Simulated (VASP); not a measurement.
# SiSe (P-6m2) in VASP: single point with r2SCAN

Aim: the single point of SiSe with r2SCAN.

Everything below comes from runs of VASP 6.6.1. Logs are shortened: lines on timing, memory, paths and dates and some standing lists are left out, and cuts for length are marked.

### Step 1. The cell of the first run

Symmetry: P-6m2, No. 187, hexagonal system. The conventional cell has a = 3.595 Å, b = 3.595 Å, c = 3.599 Å, α = 90.00°, β = 90.00°, γ = 120.00°. Si (site symmetry -6m2) has 6 Se at 2.75 Å and 8 Si at 3.60 Å within 3.6 Å. Within 3.6 Å of Se (site symmetry -6m2) lie 6 Si at 2.75 Å and 8 Se at 3.60 Å.

### Step 2. Single point, r2SCAN, non-collinear spin, zero start, spin-orbit coupling

POSCAR reads:

```
SiSe
1.0
    3.5952000000      0.0000000000      0.0000000000
   -1.7976000000      3.1135300000      0.0000000000
    0.0000000000      0.0000000000      3.5987300000
Si Se
1 1
Direct
    0.6666700000      0.3333300000      0.5000000000
    0.0000000000      0.0000000000      0.0000000000
```

INCAR.step1 reads:

```
SYSTEM = SiSe
PREC = Accurate
ENCUT = 520
ISMEAR = 0
SIGMA = 0.05
LREAL = .False.
LASPH = .True.
NELM = 150
LNONCOLLINEAR = .True.
MAGMOM = 0 0 0 0 0 0
LSORBIT = .True.
GGA_COMPAT = .False.
NBANDS = 22
GGA = PE
ALGO = Normal
EDIFF = 1E-4
LWAVE = .True.
LCHARG = .False.
```

INCAR.step2 reads:

```
SYSTEM = SiSe
PREC = Accurate
ENCUT = 520
EDIFF = 1E-6
ISMEAR = 0
SIGMA = 0.05
LREAL = .False.
LASPH = .True.
NELM = 150
ALGO = Normal
ISIF = 2
LWAVE = .False.
LCHARG = .False.
LNONCOLLINEAR = .True.
MAGMOM = 0 0 0 0 0 0
LORBIT = 11
LSORBIT = .True.
GGA_COMPAT = .False.
LORBMOM = .True.
METAGGA = R2SCAN
LMIXTAU = .True.
NBANDS = 22
ISTART = 1
```

KPOINTS reads:

```
regular mesh
0
Gamma
  12 12 10
  0 0 0
```

Potentials or basis: VASP PAW PBE potentials, release 64 (Si, Se).

Command:

```sh
> cat potpaw_PBE.64/Si/POTCAR potpaw_PBE.64/Se/POTCAR > POTCAR
> cp INCAR.step1 INCAR
> mpirun -np 1 vasp_ncl > vasp.out
> cp INCAR.step2 INCAR
> mpirun -np 1 vasp_ncl > vasp.out
```

OUTCAR:

```text
SYSTEM = SiSe
   PREC = Accurate
   ENCUT = 520
   EDIFF = 1E-6
   ISMEAR = 0
   LREAL = .False.
   LASPH = .True.
   NELM = 150
   ISIF = 2
   LNONCOLLINEAR = .True.
   LORBIT = 11
   LSORBIT = .True.
   METAGGA = R2SCAN
   ISTART = 1

 ion  position               nearest neighbor table
   1  0.667  0.333  0.500-   2 2.75   2 2.75   2 2.75   2 2.75   2 2.75   2 2.75
   2  0.000  0.000  0.000-   1 2.75   1 2.75   1 2.75   1 2.75   1 2.75   1 2.75

  LATTYP: Found a hexagonal cell.
 ALAT       =     3.5952000000
 C/A-ratio  =     1.0009818647

  Lattice vectors:

 A1 = (   3.5952000000,   0.0000000000,   0.0000000000)
 A2 = (  -1.7976000000,   3.1135300000,   0.0000000000)
 A3 = (   0.0000000000,   0.0000000000,   3.5987300000)

Analysis of symmetry for initial positions (statically):
=====================================================================
 Subroutine PRICEL returns:
 Original cell was already a primitive cell.

 Routine SETGRP: Setting up the symmetry group for a
 hexagonal supercell.

 Subroutine GETGRP returns: Found  4 space group operations
 (whereof  4 operations were pure point group operations)
 out of a pool of 24 trial point group operations.

The static configuration has the point symmetry C_2v.

Analysis of symmetry for dynamics (positions and initial velocities):
=====================================================================
 Subroutine PRICEL returns:
 Original cell was already a primitive cell.

 Routine SETGRP: Setting up the symmetry group for a
 hexagonal supercell.

 Subroutine GETGRP returns: Found  4 space group operations
 (whereof  4 operations were pure point group operations)
 out of a pool of 24 trial point group operations.

The dynamic configuration has the point symmetry C_2v.

Analysis of structural, dynamic, and magnetic symmetry:
=====================================================================
 Subroutine PRICEL returns:
 Original cell was already a primitive cell.

 Routine SETGRP: Setting up the symmetry group for a
 hexagonal supercell.

 Subroutine GETGRP returns: Found  4 space group operations
 (whereof  4 operations were pure point group operations)
 out of a pool of 24 trial point group operations.

The overall configuration has the point symmetry C_2v.

 Subroutine INISYM returns: Found  4 space group operations
 (whereof  4 operations are pure point group operations),
 and found     1 'primitive' translations

----------------------------------------------------------------------------------------

[... 778 lines left out ...]
    total drift:                                0.000005      0.000008     -0.000000

  FREE ENERGIE OF THE ION-ELECTRON SYSTEM (eV)
  ---------------------------------------------------
  free  energy   TOTEN  =       -22.3637649873 eV

  energy  without entropy=      -22.3623965994  energy(sigma->0) =      -22.36308079

 orbital moment (x)

 # of ion     p       d       tot
 ----------------------------------------
  1         0.000   0.000   0.000
  2         0.000   0.000   0.000
 ----------------------------------------
            0.000   0.000   0.000

 orbital moment (y)

 # of ion     p       d       tot
 ----------------------------------------
  1         0.000   0.000   0.000
  2         0.000   0.000   0.000
 ----------------------------------------
            0.000   0.000   0.000

 orbital moment (z)

 # of ion     p       d       tot
 ----------------------------------------
  1        -0.000   0.000  -0.000
  2        -0.000  -0.000  -0.000
 ----------------------------------------
           -0.000  -0.000  -0.000

 Spin-Orbit-Coupling matrix elements

 Ion:    1  E_soc:     -0.0003994
 l=   1
     0.0000000    -0.0000718    -0.0000562
    -0.0000718     0.0000000    -0.0000718
    -0.0000562    -0.0000718     0.0000000
 l=   2
     0.0000000     0.0000000     0.0000000     0.0000000     0.0000000
     0.0000000     0.0000000     0.0000000     0.0000000     0.0000000
     0.0000000     0.0000000     0.0000000     0.0000000     0.0000000
     0.0000000     0.0000000     0.0000000     0.0000000     0.0000000
     0.0000000     0.0000000     0.0000000     0.0000000     0.0000000
 l=   3
     0.0000000     0.0000000     0.0000000     0.0000000     0.0000000     0.0000000     0.0000000
     0.0000000     0.0000000     0.0000000     0.0000000     0.0000000     0.0000000     0.0000000
     0.0000000     0.0000000     0.0000000     0.0000000     0.0000000     0.0000000     0.0000000
     0.0000000     0.0000000     0.0000000     0.0000000     0.0000000     0.0000000     0.0000000
     0.0000000     0.0000000     0.0000000     0.0000000     0.0000000     0.0000000     0.0000000
     0.0000000     0.0000000     0.0000000     0.0000000     0.0000000     0.0000000     0.0000000
     0.0000000     0.0000000     0.0000000     0.0000000     0.0000000     0.0000000     0.0000000

 Ion:    2  E_soc:     -0.0408505
 l=   1
     0.0000000    -0.0067631    -0.0068834
    -0.0067631     0.0000000    -0.0067631
    -0.0068834    -0.0067631     0.0000000
 l=   2
     0.0000000    -0.0000007     0.0000000    -0.0000007    -0.0000030
    -0.0000007     0.0000000    -0.0000021    -0.0000059    -0.0000007
     0.0000000    -0.0000021     0.0000000    -0.0000021     0.0000000
    -0.0000007    -0.0000059    -0.0000021     0.0000000    -0.0000007
    -0.0000030    -0.0000007     0.0000000    -0.0000007     0.0000000
 l=   3
     0.0000000     0.0000000     0.0000000     0.0000000     0.0000000     0.0000000     0.0000000
     0.0000000     0.0000000     0.0000000     0.0000000     0.0000000     0.0000000     0.0000000
     0.0000000     0.0000000     0.0000000     0.0000000     0.0000000     0.0000000     0.0000000
     0.0000000     0.0000000     0.0000000     0.0000000     0.0000000     0.0000000     0.0000000
     0.0000000     0.0000000     0.0000000     0.0000000     0.0000000     0.0000000     0.0000000
     0.0000000     0.0000000     0.0000000     0.0000000     0.0000000     0.0000000     0.0000000
     0.0000000     0.0000000     0.0000000     0.0000000     0.0000000     0.0000000     0.0000000

 total charge

# of ion       s       p       d       tot
------------------------------------------
    1        0.943   0.553   0.000   1.495
    2        1.491   2.288   0.056   3.835
--------------------------------------------------
tot          2.434   2.841   0.056   5.330

 magnetization (x)

# of ion       s       p       d       tot
------------------------------------------
    1        0.000   0.000   0.000   0.000
    2        0.000   0.000   0.000   0.000
--------------------------------------------------
tot          0.000   0.000   0.000   0.000

 magnetization (y)

# of ion       s       p       d       tot
------------------------------------------
    1        0.000   0.000   0.000   0.000
    2        0.000   0.000   0.000   0.000
--------------------------------------------------
tot          0.000   0.000   0.000   0.000

 magnetization (z)

# of ion       s       p       d       tot
------------------------------------------
    1        0.000   0.000   0.000   0.000
    2        0.000   0.000   0.000   0.000
--------------------------------------------------
tot          0.000   0.000   0.000   0.000
```

It took 1.6 h on 1 thread of Oxide Virtual Turin-like, shared host; peak memory 0.68 GiB.

Results:

* Free energy: -22.3638 eV
* Pressure: 0.3 GPa
* Net moment: 0.00 μB per cell
* Valence electrons inside the program's atomic spheres: Si 1.50; Se 3.83

Moments on the atoms (μB; x, y, z):
```
Si  0.00 0.00 0.00
Se  0.00 0.00 0.00
```

Caveat: the PAW data sets were made with another functional, which shifts forces and pressure a little.
